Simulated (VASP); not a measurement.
# TaN (Fm-3m) in VASP: notebook

The runs below take TaN through single point, with LDA.

All numbers are computed with VASP 6.6.1; they aren't measurements. Logs are shortened: lines on timing, memory, paths and dates and some standing lists are left out, and cuts for length are marked.

## (1) The cell of the first run

The structure is cubic, space group Fm-3m (No. 225). The conventional cell has a = 4.415 Å, b = 4.415 Å, c = 4.415 Å, α = 90.00°, β = 90.00°, γ = 90.00°. Within 2.9 Å of Ta (site symmetry m-3m) lie 6 N at 2.21 Å. N (site symmetry m-3m) has 6 Ta at 2.21 Å within 2.9 Å.

## (2) Single point, LDA

The input, INCAR:

```
SYSTEM = TaN
ALGO = Normal
EDIFF = 1E-7
ENCUT = 520
ISIF = 2
ISMEAR = -1
LASPH = .TRUE.
LCHARG = .TRUE.
LELF = .TRUE.
LREAL = .FALSE.
LVHAR = .TRUE.
LWAVE = .FALSE.
NBANDS = 15
NELM = 80
PREC = Accurate
SIGMA = 0.1
```

The input, KPOINTS:

```
k-points
0
G
  11 11 11
  0 0 0
```

The input, POSCAR:

```
TaN
1.0
    0.0000000000      2.2076743409      2.2076743409
    2.2076743409      0.0000000000      2.2076743409
    2.2076743409      2.2076743409      0.0000000000
Ta N
1 1
Direct
    0.5000000000      0.5000000000      0.5000000000
    0.0000000000      0.0000000000      0.0000000000
```

Potentials or basis: VASP PAW LDA potentials, release 64 (Ta_pv, N).

Started as:

```console
cat potpaw_LDA.64/Ta_pv/POTCAR potpaw_LDA.64/N/POTCAR > POTCAR
mpirun -np 1 vasp_std > vasp.out
```

OUTCAR:

```text
SYSTEM = TaN
   EDIFF = 1E-7
   ENCUT = 520
   ISIF = 2
   ISMEAR = -1
   LASPH = .TRUE.
   LREAL = .FALSE.
   NELM = 80
   PREC = Accurate

 ion  position               nearest neighbor table
   1  0.500  0.500  0.500-   2 2.21   2 2.21   2 2.21   2 2.21   2 2.21   2 2.21
   2  0.000  0.000  0.000-   1 2.21   1 2.21   1 2.21   1 2.21   1 2.21   1 2.21

  LATTYP: Found a face centered cubic cell.
 ALAT       =     4.4153486818

  Lattice vectors:

 A1 = (   0.0000000000,   2.2076743409,   2.2076743409)
 A2 = (   2.2076743409,   0.0000000000,   2.2076743409)
 A3 = (   2.2076743409,   2.2076743409,   0.0000000000)

Analysis of symmetry for initial positions (statically):
=====================================================================
 Subroutine PRICEL returns:
 Original cell was already a primitive cell.

 Routine SETGRP: Setting up the symmetry group for a
 face centered cubic supercell.

 Subroutine GETGRP returns: Found 48 space group operations
 (whereof 48 operations were pure point group operations)
 out of a pool of 48 trial point group operations.

The static configuration has the point symmetry O_h .

Analysis of symmetry for dynamics (positions and initial velocities):
=====================================================================
 Subroutine PRICEL returns:
 Original cell was already a primitive cell.

 Routine SETGRP: Setting up the symmetry group for a
 face centered cubic supercell.

 Subroutine GETGRP returns: Found 48 space group operations
 (whereof 48 operations were pure point group operations)
 out of a pool of 48 trial point group operations.

The dynamic configuration has the point symmetry O_h .

 Subroutine INISYM returns: Found 48 space group operations
 (whereof 48 operations are pure point group operations),
 and found     1 'primitive' translations

----------------------------------------------------------------------------------------

                                     Primitive cell

  volume of cell :      21.5196

  direct lattice vectors                    reciprocal lattice vectors
     0.000000000  2.207674341  2.207674341    -0.226482679  0.226482679  0.226482679
     2.207674341  0.000000000  2.207674341     0.226482679 -0.226482679  0.226482679
     2.207674341  2.207674341  0.000000000     0.226482679  0.226482679 -0.226482679

  length of vectors
     3.122122994  3.122122994  3.122122994     0.392279508  0.392279508  0.392279508

  position of ions in fractional coordinates (direct lattice)
     0.500000000  0.500000000  0.500000000
     0.000000000  0.000000000  0.000000000

  ion indices of the primitive-cell ions
   primitive index   ion index
                 1           1
                 2           2

----------------------------------------------------------------------------------------

 KPOINTS: k-points

Automatic generation of k-mesh.
 Grid dimensions read from file:
 generate k-points for:   11   11   11

 Generating k-lattice:

  Cartesian coordinates                     Fractional coordinates (reciprocal lattice)
    -0.020589334  0.020589334  0.020589334     0.090909091  0.000000000  0.000000000
     0.020589334 -0.020589334  0.020589334     0.000000000  0.090909091  0.000000000
     0.020589334  0.020589334 -0.020589334     0.000000000  0.000000000  0.090909091

  Length of vectors
     0.035661773  0.035661773  0.035661773

  Shift w.r.t. Gamma in fractional coordinates (k-lattice)
     0.000000000  0.000000000  0.000000000

 Subroutine IBZKPT returns following result:
 ===========================================

 Found     56 irreducible k-points:

 Following reciprocal coordinates:
            Coordinates               Weight
  0.000000  0.000000  0.000000      1.000000
  0.090909  0.000000  0.000000      8.000000
  0.181818  0.000000  0.000000      8.000000
  0.272727  0.000000  0.000000      8.000000
  0.363636  0.000000  0.000000      8.000000
  0.454545  0.000000  0.000000      8.000000
[... 16 lines left out ...]
 -0.272727  0.181818  0.000000     24.000000
 -0.181818  0.181818  0.000000     12.000000
 [... further k-points ...]
   k-points           NKPTS =     56   k-points in BZ     NKDIM =     56   number of bands    NBANDS=     15
   number of dos      NEDOS =    301   number of ions     NIONS =      2
   total plane-waves  NPLWV =  13824
   dimension x,y,z NGX =    24 NGY =   24 NGZ =   24
   dimension x,y,z NGXF=    48 NGYF=   48 NGZF=   48
   ions per type =               1   1
   NGX,Y,Z   is equivalent  to a cutoff of  12.78, 12.78, 12.78 a.u.
   NGXF,Y,Z  is equivalent  to a cutoff of  25.56, 25.56, 25.56 a.u.
 SYSTEM =  TaN
   PREC   = accura    normal or accurate (medium, high low for compatibility)
   ISTART =      0    job   : 0-new  1-cont  2-samecut
   ICHARG =      2    charge: 1-file 2-atom 10-const
   ISPIN  =      1    spin polarized calculation?
   LNONCOLLINEAR =      F non collinear calculations
   LSORBIT =      F    spin-orbit coupling
   LASPH  =      T    aspherical Exc in radial PAW
   ENCUT  =  520.0 eV  38.22 Ry    6.18 a.u.   5.81  5.81  5.81*2*pi/ulx,y,z
   NELM   =     80;   NELMIN=  2; NELMDL= -5     # of ELM steps
   EDIFF  = 0.1E-06   stopping-criterion for ELM
   LREAL  =      F    real-space projection
   EDIFFG = 0.1E-05   stopping-criterion for IOM
   NSW    =      0    number of steps for IOM
   IBRION =     -1    ionic relax: 0-MD 1-quasi-New 2-CG
   NFREE  =      0    steps in history (QN), initial steepest desc. (CG)
   ISIF   =      2    stress and relaxation
   ISYM   =      2    0-nonsym 1-usesym 2-fastsym
   POTIM  = 0.5000    time-step for ionic-motion
   TEBEG  =    0.0;   TEEND  =   0.0 temperature during run
   PSTRESS=    0.0 pullay stress
   NELECT =      16.0000    total number of electrons
   NUPDOWN=      -1.0000    fix difference up-down
   EMIN   =  10.00;   EMAX   =-10.00  energy-range for DOS
   EFERMI =   0.00;   METHOD = LEGACY
   ISMEAR =    -1;   SIGMA  =   0.10  broadening in eV -4-tet -1-fermi 0-gaus
   EFERMI_NEDOS =   21; number of points for ismear=-14 and -15
   IALGO  =     38    algorithm
   IMIX   =      4    mixing-type and parameters
     AMIX     =   0.40;   BMIX     =  1.00
     AMIX_MAG =   1.60;   BMIX_MAG =  1.00
  volume/ion in A,a.u.               =      10.76        72.61
  Fermi-wavevector in a.u.,A,eV,Ry     =   1.483098  2.802649 29.927094  2.199579
  Thomas-Fermi vector in A             =   2.596802
   LORBIT       =      0    0 simple, 1 ext, 2 COOP (PROOUT), +10 PAW based schemes
   GGA     = CA    functional components
   LHFCALC =     F    Hartree Fock is set to
   AEXX    =    0.0000 exact exchange contribution
   IVDW    =     0    specifies the selected vdW correction
   LEPSILON=     F    determine dielectric tensor
   LRPA    =     F    only Hartree local field effects (RPA)
 non-spin polarized calculation
  energy-cutoff  :      520.00
  volume of cell :       21.52
 maximum number of plane-waves:       595
   NGX = 11   NGY = 11   NGZ = 11

 number of electron      16.0000004 magnetization

 Free energy of the ion-electron system (eV)
  ---------------------------------------------------
  ext. energy  EPLUGINS =         0.00000000
  ---------------------------------------------------
  free energy    TOTEN  =       -24.11880055 eV

  energy without entropy =      -24.08904283  energy(sigma->0) =      -24.10392169

 E-fermi :   9.2711     XC(G=0): -13.5965

 val. band max:        9.2524921256   @ k =   0.0000   0.0000   0.0000
 cond. band min:       9.3724429978   @ k =  -0.2727   0.1818   0.0000
 fundamental gap:      0.1199508722
 Fermi energy:         9.2711037314

 k-point     1 :       0.0000    0.0000    0.0000
  band No.  band energies     occupation
      1     -26.3214      2.00000
      2     -26.3214      2.00000
      3     -26.3214      2.00000
      4      -9.2491      2.00000
      5       5.5250      2.00000
      6       5.5250      2.00000
      7       5.5250      2.00000
      8       7.1598      2.00000
      9       7.1598      2.00000
     10       7.1598      2.00000
     11       9.2525      1.09279
     12       9.2525      1.09279
     13      10.8819      0.00000
     14      18.7403      0.00000
     15      20.6348      0.00000

 k-point     2 :       0.0909    0.0000    0.0000
  band No.  band energies     occupation
      1     -26.3925      2.00000
      2     -26.3279      2.00000
      3     -26.3279      2.00000
      4      -9.0507      2.00000
      5       4.5811      2.00000
      6       4.8769      2.00000
      7       4.8769      2.00000
      8       7.4611      2.00000
      9       7.4611      2.00000
     10       7.5509      2.00000
     11      10.0328      0.00098
     12      10.0328      0.00098
     13      11.4531      0.00000
     14      19.3393      0.00000
     15      20.6345      0.00000

 k-point     3 :       0.1818    0.0000    0.0000
  band No.  band energies     occupation
      1     -26.5784      2.00000
      2     -26.3454      2.00000
      3     -26.3454      2.00000
      4      -8.4993      2.00000
      5       2.9526      2.00000
      6       3.7906      2.00000
      7       3.7906      2.00000
      8       8.0457      1.99999
      9       8.1421      1.99998
     10       8.1421      1.99998
     11      11.6850      0.00000
     12      11.6850      0.00000
     13      12.7120      0.00000
     14      20.6326      0.00000
     15      20.8077      0.00000
[... 343 lines left out ...]
 k-point    23 :      -0.2727    0.1818    0.0000
  band No.  band energies     occupation
      1     -26.9187      2.00000
      2     -26.5642      2.00000
      3     -26.3859      2.00000
      4      -7.0571      2.00000
      5       0.3310      2.00000
      6       2.1480      2.00000
      7       2.7945      2.00000
      8       9.3724      0.53263
      9       9.4576      0.26820
     10      11.1935      0.00000
     11      12.2130      0.00000
     12      15.7459      0.00000
     13      16.3049      0.00000
     14      20.5663      0.00000
     15      20.8850      0.00000

 k-point    24 :      -0.1818    0.1818    0.0000
  band No.  band energies     occupation
      1     -26.7859      2.00000
      2     -26.4997      2.00000
      3     -26.3555      2.00000
      4      -7.6042      2.00000
      5       1.1212      2.00000
      6       2.5072      2.00000
      7       3.2948      2.00000
      8       8.5492      1.99854
      9       8.9641      1.91124
     10      10.5925      0.00000
     11      11.1051      0.00000
     12      14.8656      0.00000
     13      15.0449      0.00000
     14      20.6283      0.00000
     15      22.5283      0.00000

 [... further k-points ...]
[... 5 lines left out ...]
  --------------------------------------------------------------------------------------
  -------------------------------------------------------------------------------------
  Total       -1.8407266     -1.8407266     -1.8407266      0.0000000     -0.0000000     -0.0000000
  in kB     -137.0455243   -137.0455243   -137.0455243      0.0000000     -0.0000000     -0.0000000
  external PRESSURE =    -137.0455243 kB  Pullay stress =       0.0000000 kB

 VOLUME and BASIS-vectors are now :
 -----------------------------------------------------------------------------
  energy-cutoff  :      520.00
  volume of cell :       21.52
      direct lattice vectors                 reciprocal lattice vectors
     0.000000000  2.207674341  2.207674341    -0.226482679  0.226482679  0.226482679
     2.207674341  0.000000000  2.207674341     0.226482679 -0.226482679  0.226482679
     2.207674341  2.207674341  0.000000000     0.226482679  0.226482679 -0.226482679

 POSITION                                       TOTAL-FORCE (eV/Angst)
 -----------------------------------------------------------------------------------
      2.20767      2.20767      2.20767        -0.000000     -0.000000     -0.000000
      0.00000      0.00000      0.00000         0.000000      0.000000      0.000000
 -----------------------------------------------------------------------------------
    total drift:                                0.000000     -0.000000     -0.000000

  FREE ENERGIE OF THE ION-ELECTRON SYSTEM (eV)
  ---------------------------------------------------
  free  energy   TOTEN  =       -24.1188005496 eV

  energy  without entropy=      -24.0890428267  energy(sigma->0) =      -24.10392169
```

It took 13 s on 1 thread of Intel Xeon 6975P-C, shared host; peak memory 0.14 GiB.

Results:

- Free energy: -24.1188 eV
- Pressure: -13.7 GPa
- Band gap on the k mesh: zero (band 8 reaches 10.92 eV, above the bottom of band 9 at 7.16 eV)

Caveat: spin-orbit coupling is left out, which moves the levels of the heavy elements.

## (3) Single point, LDA

This run uses another cell than the first one, of 11.17 Å³/atom, 1.038 times its volume.

Changes to INCAR since step 2:

```diff
@@ -2,3 +2,3 @@
 ALGO = Normal
-EDIFF = 1E-7
+EDIFF = 1E-6
 ENCUT = 520
```

KPOINTS is that of step 2.

The input, POSCAR:

```
TaN
1.0
    0.0000000000      2.2356225527      2.2356225527
    2.2356225527      0.0000000000      2.2356225527
    2.2356225527      2.2356225527      0.0000000000
Ta N
1 1
Direct
    0.5000000000      0.5000000000      0.5000000000
    0.0000000000      0.0000000000      0.0000000000
```

Potentials or basis: VASP PAW LDA potentials, release 64 (Ta_pv, N).

Started as:

```console
cat potpaw_LDA.64/Ta_pv/POTCAR potpaw_LDA.64/N/POTCAR > POTCAR
mpirun -np 1 vasp_std > vasp.out
```

It used 9.1 s of CPU time on 1 thread of Intel Xeon 6975P-C (shared host).

The run converged. Its results:

```
Free energy            : -24.0198 eV
Pressure               : -24.5 GPa
Band gap on the k mesh : zero (band 8 reaches 10.39 eV, above the bottom of band 9 at 6.83 eV)
```

Levels at points of the mesh, in eV from the Fermi level:
| k point | band 4 | band 5 | band 6 | band 7 | band 8 | band 9 | band 10 | band 11 | band 12 | band 13 |
| --- | --- | --- | --- | --- | --- | --- | --- | --- | --- | --- |
| (0.00, 0.00, 0.00) | -18.21 | -3.63 | -3.63 | -3.63 | -2.00 | -2.00 | -2.00 | -0.02 | -0.02 | 1.30 |

Caveat: spin-orbit coupling is left out, which moves the levels of the heavy elements.
